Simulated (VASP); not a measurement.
# W (Pm-3m) in VASP: a series of runs

The runs below take W through density of states, with LDA.

Everything below comes from runs of VASP 6.6.1. Logs are shortened: lines on timing, memory, paths and dates and some standing lists are left out, and cuts for length are marked.

## (1) The cell of the first run

Symmetry: Pm-3m, No. 221, cubic system. The conventional cell has a = 1.989 Å, b = 1.989 Å, c = 1.989 Å, α = 90.00°, β = 90.00°, γ = 90.00°. W (site symmetry m-3m) has 6 W at 1.99 Å within 2.6 Å.

## (2) Density of states, LDA (volume scaled by 0.45)

POSCAR

```
W
1.0
    1.9889445491      0.0000000000      0.0000000000
    0.0000000000      1.9889445491      0.0000000000
    0.0000000000      0.0000000000      1.9889445491
W
1
Direct
    0.0000000000      0.0000000000      0.0000000000
```

INCAR.step1

```
SYSTEM = W
PREC = Accurate
ENCUT = 520
EDIFF = 1E-6
ISMEAR = -1
SIGMA = 0.08
LREAL = .False.
LASPH = .True.
NELM = 80
ALGO = Normal
ISIF = 2
LWAVE = .False.
LCHARG = .True.
LMAXMIX = 4
NBANDS = 13
```

KPOINTS.step1

```
Automatic mesh
0
Gamma
  15 15 15
  0 0 0
```

INCAR.step2

```
SYSTEM = W
PREC = Accurate
ENCUT = 520
EDIFF = 1E-6
ISMEAR = -5
SIGMA = 0.08
LREAL = .False.
LASPH = .True.
NELM = 80
ALGO = Normal
ISIF = 2
LWAVE = .False.
LCHARG = .False.
LMAXMIX = 4
LORBIT = 11
NEDOS = 1001
ICHARG = 11
```

KPOINTS.step2

```
Automatic mesh
0
Gamma
  23 23 23
  0 0 0
```

Potentials or basis: VASP PAW LDA potentials, release 64 (W_sv).

The run is started by

```
$ cat potpaw_LDA.64/W_sv/POTCAR > POTCAR
$ cp INCAR.step1 INCAR
$ cp KPOINTS.step1 KPOINTS
$ mpirun -np 1 vasp_std > vasp.out
$ cp INCAR.step2 INCAR
$ cp KPOINTS.step2 KPOINTS
$ mpirun -np 1 vasp_std > vasp.out
```

OUTCAR:

```text
SYSTEM = W
   PREC = Accurate
   ENCUT = 520
   EDIFF = 1E-6
   ISMEAR = -5
   LREAL = .False.
   LASPH = .True.
   NELM = 80
   ISIF = 2
   LORBIT = 11
   ICHARG = 11

 ion  position               nearest neighbor table
   1  0.000  0.000  0.000-

  LATTYP: Found a simple cubic cell.
 ALAT       =     1.9889445491

  Lattice vectors:

 A1 = (   1.9889445491,   0.0000000000,   0.0000000000)
 A2 = (   0.0000000000,   1.9889445491,   0.0000000000)
 A3 = (   0.0000000000,   0.0000000000,   1.9889445491)

Analysis of symmetry for initial positions (statically):
=====================================================================
 Subroutine PRICEL returns:
 Original cell was already a primitive cell.

 Routine SETGRP: Setting up the symmetry group for a
 simple cubic supercell.

 Subroutine GETGRP returns: Found 48 space group operations
 (whereof 48 operations were pure point group operations)
 out of a pool of 48 trial point group operations.

The static configuration has the point symmetry O_h .

Analysis of symmetry for dynamics (positions and initial velocities):
=====================================================================
 Subroutine PRICEL returns:
 Original cell was already a primitive cell.

 Routine SETGRP: Setting up the symmetry group for a
 simple cubic supercell.

 Subroutine GETGRP returns: Found 48 space group operations
 (whereof 48 operations were pure point group operations)
 out of a pool of 48 trial point group operations.

The dynamic configuration has the point symmetry O_h .

 Subroutine INISYM returns: Found 48 space group operations
 (whereof 48 operations are pure point group operations),
 and found     1 'primitive' translations

----------------------------------------------------------------------------------------

                                     Primitive cell

  volume of cell :       7.8681

  direct lattice vectors                    reciprocal lattice vectors
     1.988944549  0.000000000  0.000000000     0.502779226  0.000000000  0.000000000
     0.000000000  1.988944549  0.000000000     0.000000000  0.502779226  0.000000000
     0.000000000  0.000000000  1.988944549     0.000000000  0.000000000  0.502779226

  length of vectors
     1.988944549  1.988944549  1.988944549     0.502779226  0.502779226  0.502779226

  position of ions in fractional coordinates (direct lattice)
     0.000000000  0.000000000  0.000000000

  ion indices of the primitive-cell ions
   primitive index   ion index
                 1           1

----------------------------------------------------------------------------------------

 KPOINTS: Automatic mesh

Automatic generation of k-mesh.
 Grid dimensions read from file:
 generate k-points for:   23   23   23

 Generating k-lattice:

  Cartesian coordinates                     Fractional coordinates (reciprocal lattice)
     0.021859966  0.000000000  0.000000000     0.043478261  0.000000000  0.000000000
     0.000000000  0.021859966  0.000000000     0.000000000  0.043478261  0.000000000
     0.000000000  0.000000000  0.021859966     0.000000000  0.000000000  0.043478261

  Length of vectors
     0.021859966  0.021859966  0.021859966

  Shift w.r.t. Gamma in fractional coordinates (k-lattice)
     0.000000000  0.000000000  0.000000000

 TETIRR: Found   6051 inequivalent tetrahedra from    73002

 Subroutine IBZKPT returns following result:
 ===========================================

 Found    364 irreducible k-points:

 Following reciprocal coordinates:
            Coordinates               Weight
  0.000000  0.000000  0.000000      1.000000
  0.043478  0.000000  0.000000      6.000000
  0.086957  0.000000  0.000000      6.000000
  0.130435  0.000000  0.000000      6.000000
  0.173913  0.000000  0.000000      6.000000
  0.217391  0.000000  0.000000      6.000000
[... 16 lines left out ...]
  0.478261  0.043478  0.000000     24.000000
  0.086957  0.086957  0.000000     12.000000
 [... further k-points ...]
   k-points           NKPTS =    364   k-points in BZ     NKDIM =    364   number of bands    NBANDS=     11
   number of dos      NEDOS =   1001   number of ions     NIONS =      1
   total plane-waves  NPLWV =   4096
   dimension x,y,z NGX =    16 NGY =   16 NGZ =   16
   dimension x,y,z NGXF=    32 NGYF=   32 NGZF=   32
   ions per type =               1
   NGX,Y,Z   is equivalent  to a cutoff of  13.37, 13.37, 13.37 a.u.
   NGXF,Y,Z  is equivalent  to a cutoff of  26.75, 26.75, 26.75 a.u.
 SYSTEM =  W
   PREC   = accura    normal or accurate (medium, high low for compatibility)
   ISTART =      0    job   : 0-new  1-cont  2-samecut
   ICHARG =     11    charge: 1-file 2-atom 10-const
   ISPIN  =      1    spin polarized calculation?
   LNONCOLLINEAR =      F non collinear calculations
   LSORBIT =      F    spin-orbit coupling
   LASPH  =      T    aspherical Exc in radial PAW
   ENCUT  =  520.0 eV  38.22 Ry    6.18 a.u.   3.70  3.70  3.70*2*pi/ulx,y,z
   NELM   =     80;   NELMIN=  2; NELMDL=  0     # of ELM steps
   EDIFF  = 0.1E-05   stopping-criterion for ELM
   LREAL  =      F    real-space projection
   EDIFFG = 0.1E-04   stopping-criterion for IOM
   NSW    =      0    number of steps for IOM
   IBRION =     -1    ionic relax: 0-MD 1-quasi-New 2-CG
   NFREE  =      0    steps in history (QN), initial steepest desc. (CG)
   ISIF   =      2    stress and relaxation
   ISYM   =      2    0-nonsym 1-usesym 2-fastsym
   POTIM  = 0.5000    time-step for ionic-motion
   TEBEG  =    0.0;   TEEND  =   0.0 temperature during run
   PSTRESS=    0.0 pullay stress
   NELECT =      14.0000    total number of electrons
   NUPDOWN=      -1.0000    fix difference up-down
   EMIN   =  10.00;   EMAX   =-10.00  energy-range for DOS
   EFERMI =   0.00;   METHOD = LEGACY
   ISMEAR =    -5;   SIGMA  =   0.08  broadening in eV -4-tet -1-fermi 0-gaus
   EFERMI_NEDOS =   21; number of points for ismear=-14 and -15
   IALGO  =     38    algorithm
   IMIX   =      4    mixing-type and parameters
     AMIX     =   0.40;   BMIX     =  1.00
     AMIX_MAG =   1.60;   BMIX_MAG =  1.00
  volume/ion in A,a.u.               =       7.87        53.10
  Fermi-wavevector in a.u.,A,eV,Ry     =   1.983786  3.748812 53.544465  3.935407
  Thomas-Fermi vector in A             =   3.003318
   LORBIT       =     11    0 simple, 1 ext, 2 COOP (PROOUT), +10 PAW based schemes
   GGA     = CA    functional components
   LHFCALC =     F    Hartree Fock is set to
   AEXX    =    0.0000 exact exchange contribution
   IVDW    =     0    specifies the selected vdW correction
   LEPSILON=     F    determine dielectric tensor
   LRPA    =     F    only Hartree local field effects (RPA)
 non-spin polarized calculation
 Fermi weights with tetrahedron method with Bloechl corrections
  energy-cutoff  :      520.00
  volume of cell :        7.87
 maximum number of plane-waves:       226
 NGX is ok and might be reduce to    16

 number of electron      14.0000000 magnetization

 Free energy of the ion-electron system (eV)
  ---------------------------------------------------
  ext. energy  EPLUGINS =         0.00000000
  ---------------------------------------------------
  free energy    TOTEN  =         2.97083927 eV

  energy without entropy =        2.97083927  energy(sigma->0) =        2.97083927

 E-fermi :  25.2030     XC(G=0): -18.0612

 val. band max:       25.6079090795   @ k =   0.4348   0.0000   0.0000
 cond. band min:      25.0479073498   @ k =   0.3478   0.3043   0.1739
 fundamental gap:     -0.5600017297
 Fermi energy:        25.2030404700

 k-point     1 :       0.0000    0.0000    0.0000
  band No.  band energies     occupation
      1     -52.3780      2.00000
      2     -10.9642      2.00000
      3     -10.9642      2.00000
      4     -10.9642      2.00000
      5      12.9390      2.00000
      6      12.9390      2.00000
      7      13.5706      2.00000
      8      37.9424      0.00000
      9      37.9424      0.00000
     10      37.9424      0.00000
     11      49.9934      0.00000

 k-point     2 :       0.0435    0.0000    0.0000
  band No.  band energies     occupation
      1     -52.3468      2.00000
      2     -11.2650      2.00000
      3     -10.9419      2.00000
      4     -10.9419      2.00000
      5      12.9822      2.00000
      6      13.1969      2.00000
      7      13.8157      2.00000
      8      37.4538      0.00000
      9      37.4538      0.00000
     10      37.9709      0.00000
     11      49.3292      0.00000

 k-point     3 :       0.0870    0.0000    0.0000
  band No.  band energies     occupation
      1     -52.2551      2.00000
      2     -12.0976      2.00000
      3     -10.8763      2.00000
      4     -10.8763      2.00000
      5      13.1097      2.00000
      6      13.5443      2.00000
      7      14.9016      2.00000
      8      36.2078      0.00000
      9      36.2078      0.00000
     10      38.0552      0.00000
     11      47.7384      0.00000

 k-point     4 :       0.1304    0.0000    0.0000
  band No.  band energies     occupation
      1     -52.1078      2.00000
      2     -13.2997      2.00000
      3     -10.7709      2.00000
      4     -10.7709      2.00000
      5      13.3168      2.00000
      6      13.8955      2.00000
      7      16.7324      2.00000
      8      34.5857      0.00000
      9      34.5857      0.00000
     10      38.1906      0.00000
     11      45.8153      0.00000
[... 239 lines left out ...]
 k-point    22 :       0.4348    0.0435    0.0000
  band No.  band energies     occupation
      1     -50.5812      2.00000
      2     -21.2993      2.00000
      3      -9.9672      2.00000
      4      -9.6775      2.00000
      5      15.8502      2.00000
      6      18.5461      2.00000
      7      23.9991      2.03022
      8      25.6493     -0.03050
      9      28.1693      0.00000
     10      39.1959      0.00000
     11      40.2077      0.00000

 k-point    23 :       0.4783    0.0435    0.0000
  band No.  band energies     occupation
      1     -50.5062      2.00000
      2     -21.5972      2.00000
      3      -9.9118      2.00000
      4      -9.6237      2.00000
      5      15.9804      2.00000
      6      18.9223      2.00000
      7      23.6472      2.01683
      8      25.3439      0.54166
      9      27.9684      0.00000
     10      39.2701      0.00000
     11      39.8061      0.00000

 k-point    24 :       0.0870    0.0870    0.0000
  band No.  band energies     occupation
      1     -52.1321      2.00000
      2     -12.0262      2.00000
      3     -11.9787      2.00000
      4     -10.7887      2.00000
      5      13.5008      2.00000
      6      14.8351      2.00000
      7      15.2919      2.00000
      8      34.4229      0.00000
      9      35.9694      0.00000
     10      36.7417      0.00000
     11      48.7610      0.00000

 [... further k-points ...]
[... 5 lines left out ...]
  --------------------------------------------------------------------------------------
  -------------------------------------------------------------------------------------
  Total       50.6657189     50.6657189     50.6657189     -0.0000000      0.0000000     -0.0000000
  in kB    10317.0792254  10317.0792254  10317.0792254     -0.0000000      0.0000000     -0.0000000
  external PRESSURE =   10317.0792254 kB  Pullay stress =       0.0000000 kB

 VOLUME and BASIS-vectors are now :
 -----------------------------------------------------------------------------
  energy-cutoff  :      520.00
  volume of cell :        7.87
      direct lattice vectors                 reciprocal lattice vectors
     1.988944549  0.000000000  0.000000000     0.502779226  0.000000000  0.000000000
     0.000000000  1.988944549  0.000000000     0.000000000  0.502779226  0.000000000
     0.000000000  0.000000000  1.988944549     0.000000000  0.000000000  0.502779226

 POSITION                                       TOTAL-FORCE (eV/Angst)
 -----------------------------------------------------------------------------------
      0.00000      0.00000      0.00000         0.000000      0.000000      0.000000
 -----------------------------------------------------------------------------------
    total drift:                                0.000000      0.000000      0.000000

  FREE ENERGIE OF THE ION-ELECTRON SYSTEM (eV)
  ---------------------------------------------------
  free  energy   TOTEN  =         2.9708392688 eV

  energy  without entropy=        2.9708392688  energy(sigma->0) =        2.97083927

 total charge

# of ion       s       p       d       tot
------------------------------------------
    1        2.746   6.785   5.936  15.466
```

Run time: 20 s. Hardware: 1 thread of AMD EPYC 7R43 (Zen 3), shared host; peak memory 0.11 GiB.

Caveat: spin-orbit coupling is left out, which moves the levels of the heavy elements; tetrahedron occupations give inexact forces and stress in metals.

(Part 1 of 2 ends here.)
